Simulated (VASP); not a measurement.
# AlGaN2 (P-4m2) in VASP: further runs

AlGaN2 is run at these levels: LDA; tasks: single point.

Program: VASP 6.6.1. These are calculated values, not measurements. Logs are shortened: lines on timing, memory, paths and dates and some standing lists are left out, and cuts for length are marked.

**1. The cell of the first run**

The structure is tetragonal, space group P-4m2 (No. 115). The conventional cell has a = 3.172 Å, b = 3.172 Å, c = 4.424 Å, α = 90.00°, β = 90.00°, γ = 90.00°. Within 2.5 Å of Al (site symmetry -4m2) lie 4 N at 1.90 Å. Ga (site symmetry -4m2) has 4 N at 1.96 Å within 2.6 Å. Within 2.5 Å of N (site symmetry 2mm) lie 2 Al at 1.90 Å and 2 Ga at 1.96 Å.

**2. Single point, LDA (strain +0.0100 x Voigt [1, 1, 0, 0, 0, 0])**

The input, INCAR:

```
SYSTEM = AlGaN2
PREC = Accurate ; ENCUT = 520
EDIFF = 1E-6 ; ISMEAR = 0
SIGMA = 0.05 ; LREAL = .FALSE.
LASPH = .TRUE. ; NELM = 60
ALGO = Normal ; ISIF = 2
LWAVE = .FALSE. ; LCHARG = .FALSE.
GGA = CA ; NBANDS = 21
```

The input, KPOINTS:

```
regular mesh
0
G
  8 8 6
  0 0 0
```

The input, POSCAR:

```
AlGaN2
1.0
    3.1722858192      0.0000000000      0.0000000000
    0.0000000000      3.1722858192      0.0000000000
    0.0000000000      0.0000000000      4.4238379400
Al Ga N
1 1 2
Direct
    0.5000000000      0.5000000000      0.5000000000
    0.0000000000      0.0000000000      0.0000000000
    0.5000000000      0.0000000000      0.7382648100
    0.0000000000      0.5000000000      0.2617351900
```

Potentials or basis: VASP PAW LDA potentials, release 64 (Al, Ga_d, N).

Launch:

```bash
$ cat potpaw_LDA.64/Al/POTCAR potpaw_LDA.64/Ga_d/POTCAR potpaw_LDA.64/N/POTCAR > POTCAR
$ mpirun -np 1 vasp_std > vasp.out
```

OUTCAR:

```text
SYSTEM = AlGaN2
   PREC = Accurate
   ENCUT = 520
   EDIFF = 1E-6
   ISMEAR = 0
   LREAL = .FALSE.
   LASPH = .TRUE.
   NELM = 60
   ISIF = 2
   GGA = CA

 ion  position               nearest neighbor table
   1  0.500  0.500  0.500-   3 1.90   4 1.90   3 1.90   4 1.90
   2  0.000  0.000  0.000-   3 1.96   4 1.96   4 1.96   3 1.96
   3  0.500  0.000  0.738-   1 1.90   1 1.90   2 1.96   2 1.96
   4  0.000  0.500  0.262-   1 1.90   1 1.90   2 1.96   2 1.96

  LATTYP: Found a simple tetragonal cell.
 ALAT       =     3.1722858192
 C/A-ratio  =     1.3945269097

  Lattice vectors:

 A1 = (   3.1722858192,   0.0000000000,   0.0000000000)
 A2 = (   0.0000000000,   3.1722858192,   0.0000000000)
 A3 = (   0.0000000000,   0.0000000000,   4.4238379400)

Analysis of symmetry for initial positions (statically):
=====================================================================
 Subroutine PRICEL returns:
 Original cell was already a primitive cell.

 Routine SETGRP: Setting up the symmetry group for a
 simple tetragonal supercell.

 Subroutine GETGRP returns: Found  8 space group operations
 (whereof  8 operations were pure point group operations)
 out of a pool of 16 trial point group operations.

The static configuration has the point symmetry D_2d.

Analysis of symmetry for dynamics (positions and initial velocities):
=====================================================================
 Subroutine PRICEL returns:
 Original cell was already a primitive cell.

 Routine SETGRP: Setting up the symmetry group for a
 simple tetragonal supercell.

 Subroutine GETGRP returns: Found  8 space group operations
 (whereof  8 operations were pure point group operations)
 out of a pool of 16 trial point group operations.

The dynamic configuration has the point symmetry D_2d.

 Subroutine INISYM returns: Found  8 space group operations
 (whereof  8 operations are pure point group operations),
 and found     1 'primitive' translations

----------------------------------------------------------------------------------------

                                     Primitive cell

  volume of cell :      44.5188

  direct lattice vectors                    reciprocal lattice vectors
     3.172285819  0.000000000  0.000000000     0.315230108  0.000000000  0.000000000
     0.000000000  3.172285819  0.000000000     0.000000000  0.315230108  0.000000000
     0.000000000  0.000000000  4.423837940     0.000000000  0.000000000  0.226048064

  length of vectors
     3.172285819  3.172285819  4.423837940     0.315230108  0.315230108  0.226048064

  position of ions in fractional coordinates (direct lattice)
     0.500000000  0.500000000  0.500000000
     0.000000000  0.000000000  0.000000000
     0.500000000  0.000000000  0.738264810
     0.000000000  0.500000000  0.261735190

  ion indices of the primitive-cell ions
   primitive index   ion index
                 1           1
                 2           2
                 3           3
                 4           4

----------------------------------------------------------------------------------------

 KPOINTS: regular mesh

Automatic generation of k-mesh.
 Grid dimensions read from file:
 generate k-points for:    8    8    6

 Generating k-lattice:

  Cartesian coordinates                     Fractional coordinates (reciprocal lattice)
     0.039403763  0.000000000  0.000000000     0.125000000  0.000000000  0.000000000
     0.000000000  0.039403763  0.000000000     0.000000000  0.125000000  0.000000000
     0.000000000  0.000000000  0.037674677     0.000000000  0.000000000  0.166666667

  Length of vectors
     0.039403763  0.039403763  0.037674677

  Shift w.r.t. Gamma in fractional coordinates (k-lattice)
     0.000000000  0.000000000  0.000000000

 Subroutine IBZKPT returns following result:
 ===========================================

 Found     60 irreducible k-points:

 Following reciprocal coordinates:
            Coordinates               Weight
  0.000000  0.000000  0.000000      1.000000
  0.125000  0.000000  0.000000      4.000000
  0.250000  0.000000  0.000000      4.000000
  0.375000  0.000000  0.000000      4.000000
  0.500000  0.000000  0.000000      2.000000
  0.125000  0.125000  0.000000      4.000000
[... 16 lines left out ...]
  0.375000  0.125000  0.166667     16.000000
  0.500000  0.125000  0.166667      8.000000
 [... further k-points ...]
   k-points           NKPTS =     60   k-points in BZ     NKDIM =     60   number of bands    NBANDS=     21
   number of dos      NEDOS =    301   number of ions     NIONS =      4
   total plane-waves  NPLWV =  20736
   dimension x,y,z NGX =    24 NGY =   24 NGZ =   36
   dimension x,y,z NGXF=    48 NGYF=   48 NGZF=   72
   ions per type =               1   1   2
   NGX,Y,Z   is equivalent  to a cutoff of  12.58, 12.58, 13.53 a.u.
   NGXF,Y,Z  is equivalent  to a cutoff of  25.15, 25.15, 27.06 a.u.
 SYSTEM =  AlGaN2
   PREC   = accura    normal or accurate (medium, high low for compatibility)
   ISTART =      0    job   : 0-new  1-cont  2-samecut
   ICHARG =      2    charge: 1-file 2-atom 10-const
   ISPIN  =      1    spin polarized calculation?
   LNONCOLLINEAR =      F non collinear calculations
   LSORBIT =      F    spin-orbit coupling
   LASPH  =      T    aspherical Exc in radial PAW
   ENCUT  =  520.0 eV  38.22 Ry    6.18 a.u.   5.90  5.90  8.23*2*pi/ulx,y,z
   NELM   =     60;   NELMIN=  2; NELMDL= -5     # of ELM steps
   EDIFF  = 0.1E-05   stopping-criterion for ELM
   LREAL  =      F    real-space projection
   EDIFFG = 0.1E-04   stopping-criterion for IOM
   NSW    =      0    number of steps for IOM
   IBRION =     -1    ionic relax: 0-MD 1-quasi-New 2-CG
   NFREE  =      0    steps in history (QN), initial steepest desc. (CG)
   ISIF   =      2    stress and relaxation
   ISYM   =      2    0-nonsym 1-usesym 2-fastsym
   POTIM  = 0.5000    time-step for ionic-motion
   TEBEG  =    0.0;   TEEND  =   0.0 temperature during run
   PSTRESS=    0.0 pullay stress
   NELECT =      26.0000    total number of electrons
   NUPDOWN=      -1.0000    fix difference up-down
   EMIN   =  10.00;   EMAX   =-10.00  energy-range for DOS
   EFERMI =   0.00;   METHOD = LEGACY
   ISMEAR =     0;   SIGMA  =   0.05  broadening in eV -4-tet -1-fermi 0-gaus
   EFERMI_NEDOS =   21; number of points for ismear=-14 and -15
   IALGO  =     38    algorithm
   IMIX   =      4    mixing-type and parameters
     AMIX     =   0.40;   BMIX     =  1.00
     AMIX_MAG =   1.60;   BMIX_MAG =  1.00
  volume/ion in A,a.u.               =      11.13        75.11
  Fermi-wavevector in a.u.,A,eV,Ry     =   1.368416  2.585930 25.477741  1.872561
  Thomas-Fermi vector in A             =   2.494382
   LORBIT       =      0    0 simple, 1 ext, 2 COOP (PROOUT), +10 PAW based schemes
   GGA     = CA    functional components
   LHFCALC =     F    Hartree Fock is set to
   AEXX    =    0.0000 exact exchange contribution
   IVDW    =     0    specifies the selected vdW correction
   LEPSILON=     F    determine dielectric tensor
   LRPA    =     F    only Hartree local field effects (RPA)
 non-spin polarized calculation
 Gauss-broadening in eV      SIGMA  =   0.05
  energy-cutoff  :      520.00
  volume of cell :       44.52
 maximum number of plane-waves:      1224
 NGX is ok and might be reduce to    24
   NGX = 11   NGY = 11   NGZ = 17

 number of electron      25.9999987 magnetization

 Free energy of the ion-electron system (eV)
  ---------------------------------------------------
  ext. energy  EPLUGINS =         0.00000000
  ---------------------------------------------------
  free energy    TOTEN  =       -30.26973124 eV

  energy without entropy =      -30.26973124  energy(sigma->0) =      -30.26973124

 E-fermi :   5.4499     XC(G=0): -11.6268

 val. band max:        5.1744894721   @ k =   0.0000   0.0000   0.0000
 cond. band min:       7.9090116053   @ k =   0.0000   0.0000   0.0000
 fundamental gap:      2.7345221331
 Fermi energy:         5.4498853981

 k-point     1 :       0.0000    0.0000    0.0000
  band No.  band energies     occupation
      1     -10.0257      2.00000
      2      -8.7975      2.00000
      3      -7.9168      2.00000
      4      -7.9168      2.00000
      5      -7.8727      2.00000
      6      -7.7261      2.00000
[... 13 lines left out ...]
     20      17.6445      0.00000
     21      19.6080      0.00000

 k-point     2 :       0.1250    0.0000    0.0000
  band No.  band energies     occupation
      1      -9.8965      2.00000
      2      -8.7951      2.00000
      3      -7.9204      2.00000
      4      -7.9144      2.00000
      5      -7.8508      2.00000
      6      -7.7364      2.00000
[... 13 lines left out ...]
     20      17.4640      0.00000
     21      19.1964      0.00000

 k-point     3 :       0.2500    0.0000    0.0000
  band No.  band energies     occupation
      1      -9.5589      2.00000
      2      -8.7993      2.00000
      3      -7.9087      2.00000
      4      -7.8988      2.00000
      5      -7.7670      2.00000
      6      -7.7611      2.00000
[... 13 lines left out ...]
     20      16.9391      0.00000
     21      18.2505      0.00000

 k-point     4 :       0.3750    0.0000    0.0000
  band No.  band energies     occupation
      1      -9.1830      2.00000
      2      -8.8242      2.00000
      3      -7.9029      2.00000
      4      -7.8590      2.00000
      5      -7.7857      2.00000
      6      -7.5089      2.00000
[... 13 lines left out ...]
     20      16.6829      0.00000
     21      17.3697      0.00000

 k-point     5 :       0.5000    0.0000    0.0000
  band No.  band energies     occupation
      1      -9.0070      2.00000
      2      -8.8568      2.00000
      3      -7.9005      2.00000
      4      -7.8428      2.00000
      5      -7.7958      2.00000
      6      -7.1260      2.00000
[... 13 lines left out ...]
     20      16.8292      0.00000
     21      16.8557      0.00000
[... 382 lines left out ...]
     20      16.7488      0.00000
     21      18.2995      0.00000

 k-point    22 :       0.2500    0.1250    0.1667
  band No.  band energies     occupation
      1      -9.3887      2.00000
      2      -8.7897      2.00000
      3      -7.9274      2.00000
      4      -7.8521      2.00000
      5      -7.7829      2.00000
      6      -7.7083      2.00000
[... 13 lines left out ...]
     20      16.9702      0.00000
     21      17.6440      0.00000

 k-point    23 :       0.3750    0.1250    0.1667
  band No.  band energies     occupation
      1      -9.0995      2.00000
      2      -8.7996      2.00000
      3      -7.9120      2.00000
      4      -7.8239      2.00000
      5      -7.8040      2.00000
      6      -7.3963      2.00000
[... 13 lines left out ...]
     20      17.0187      0.00000
     21      17.2709      0.00000

 k-point    24 :       0.5000    0.1250    0.1667
  band No.  band energies     occupation
      1      -8.9823      2.00000
      2      -8.8116      2.00000
      3      -7.9063      2.00000
      4      -7.8152      2.00000
      5      -7.8119      2.00000
      6      -7.0195      2.00000
[... 13 lines left out ...]
     20      17.0190      0.00000
     21      17.0853      0.00000

 [... further k-points ...]
[... 5 lines left out ...]
  --------------------------------------------------------------------------------------
  -------------------------------------------------------------------------------------
  Total       -2.2802964     -2.2802964     -1.9527815      0.0000000      0.0000000     -0.0000000
  in kB      -82.0650151    -82.0650151    -70.2781648      0.0000000      0.0000000     -0.0000000
  external PRESSURE =     -78.1360650 kB  Pullay stress =       0.0000000 kB

 VOLUME and BASIS-vectors are now :
 -----------------------------------------------------------------------------
  energy-cutoff  :      520.00
  volume of cell :       44.52
      direct lattice vectors                 reciprocal lattice vectors
     3.172285819  0.000000000  0.000000000     0.315230108  0.000000000  0.000000000
     0.000000000  3.172285819  0.000000000     0.000000000  0.315230108  0.000000000
     0.000000000  0.000000000  4.423837940     0.000000000  0.000000000  0.226048064

 POSITION                                       TOTAL-FORCE (eV/Angst)
 -----------------------------------------------------------------------------------
      1.58614      1.58614      2.21192        -0.000000      0.000000      0.000000
      0.00000      0.00000      0.00000        -0.000000     -0.000000      0.000000
      1.58614      0.00000      3.26596         0.000000     -0.000000      0.146719
      0.00000      1.58614      1.15787        -0.000000     -0.000000     -0.146719
 -----------------------------------------------------------------------------------
    total drift:                                0.000000      0.000000      0.000000

  FREE ENERGIE OF THE ION-ELECTRON SYSTEM (eV)
  ---------------------------------------------------
  free  energy   TOTEN  =       -30.2697312360 eV

  energy  without entropy=      -30.2697312360  energy(sigma->0) =      -30.26973124
```

Run time: 55 s. Hardware: 1 thread of Intel Xeon 8259CL, shared host; peak memory 0.18 GiB.

What came out:

| Property | Result |
| --- | --- |
| Free energy | -30.2697 eV |
| Pressure | -7.8 GPa |
| Largest force | 0.147 eV/Å |
| Band gap on the k mesh | 2.73 eV, direct |

Forces on the atoms (eV/Å):
```
Al   0.000  0.000  0.000
Ga   0.000  0.000  0.000
N    0.000  0.000  0.147
N    0.000  0.000 -0.147
```

Levels at points of the mesh, in eV from the valence-band top:
```
           k point  band 10  band 11  band 12  band 13  band 14  band 15  band 16  band 17
(0.00, 0.00, 0.00)    -2.33    -0.19     0.00     0.00     2.73     3.46     7.24    10.93
(0.50, 0.00, 0.00)    -2.85    -2.81    -1.00    -0.71     6.83     6.98     7.80     8.07
(0.50, 0.50, 0.00)    -2.20    -2.19    -2.19    -2.19     3.26     3.26     6.11     8.56
(0.00, 0.00, 0.50)    -1.55    -1.55    -1.02    -1.02     5.13     5.28     7.61     8.87
(0.50, 0.00, 0.50)    -0.98    -0.81    -0.58    -0.55     4.96     6.33     8.97     9.24
(0.50, 0.50, 0.50)    -3.91    -3.20    -3.17    -3.17     6.13     6.13     8.48    10.60
```

Caveat: the cell differs from its parent crystal (strain +0.0100 x Voigt [1, 1, 0, 0, 0, 0]).

**3. Single point, LDA (strain +0.0150 x Voigt [1, 1, 0, 0, 0, 0])**

The input, INCAR:

```
SYSTEM = AlGaN2
ALGO = Normal
EDIFF = 1E-6
ENCUT = 520
ISIF = 2
ISMEAR = 0
LASPH = .True.
LCHARG = .True.
LELF = .True.
LREAL = .False.
LVHAR = .True.
LWAVE = .False.
NBANDS = 21
NELM = 60
PREC = Accurate
SIGMA = 0.05
```

The input, KPOINTS:

```
k-points
0
Gamma
  8 8 6
  0 0 0
```

POSCAR, as its differences from that of step 2:

```diff
@@ -2,4 +2,4 @@
 1.0
-    3.1722858192      0.0000000000      0.0000000000
-    0.0000000000      3.1722858192      0.0000000000
+    3.1879902044      0.0000000000      0.0000000000
+    0.0000000000      3.1879902044      0.0000000000
     0.0000000000      0.0000000000      4.4238379400
```

Potentials or basis: VASP PAW LDA potentials, release 64 (Al, Ga_d, N).

Launch:

```bash
$ cat potpaw_LDA.64/Al/POTCAR potpaw_LDA.64/Ga_d/POTCAR potpaw_LDA.64/N/POTCAR > POTCAR
$ mpirun -np 1 vasp_std > vasp.out
```

It took 55 s on 1 thread of Intel Xeon 8259CL, shared host; peak memory 0.18 GiB.

The run converged. Its results:

- Free energy: -30.2447 eV
- Pressure: -9.5 GPa
- Largest force: 0.136 eV/Å
- Band gap on the k mesh: 2.67 eV, direct

Forces in eV/Å, atoms in the order of the input:
```
Al   0.000  0.000  0.000
Ga   0.000  0.000  0.000
N    0.000  0.000  0.136
N    0.000  0.000 -0.136
```

Stress tensor (GPa, compression positive):
```
-10.12   0.00   0.00
  0.00 -10.12   0.00
  0.00   0.00  -8.28
```

Levels at points of the mesh, in eV from the valence-band top:
| k point | band 10 | band 11 | band 12 | band 13 | band 14 | band 15 | band 16 | band 17 |
| --- | --- | --- | --- | --- | --- | --- | --- | --- |
| (0.00, 0.00, 0.00) | -2.33 | -0.16 | 0.00 | 0.00 | 2.67 | 3.44 | 7.14 | 10.86 |
| (0.50, 0.00, 0.00) | -2.80 | -2.75 | -1.00 | -0.72 | 6.74 | 6.95 | 7.73 | 7.98 |
| (0.50, 0.50, 0.00) | -2.16 | -2.15 | -2.15 | -2.15 | 3.27 | 3.27 | 6.09 | 8.54 |
| (0.00, 0.00, 0.50) | -1.54 | -1.54 | -1.02 | -1.02 | 5.09 | 5.25 | 7.53 | 8.77 |
| (0.50, 0.00, 0.50) | -0.98 | -0.78 | -0.59 | -0.52 | 4.88 | 6.26 | 8.92 | 9.18 |
| (0.50, 0.50, 0.50) | -3.86 | -3.16 | -3.13 | -3.13 | 6.15 | 6.15 | 8.39 | 10.54 |

Caveat: the cell differs from its parent crystal (strain +0.0150 x Voigt [1, 1, 0, 0, 0, 0]).
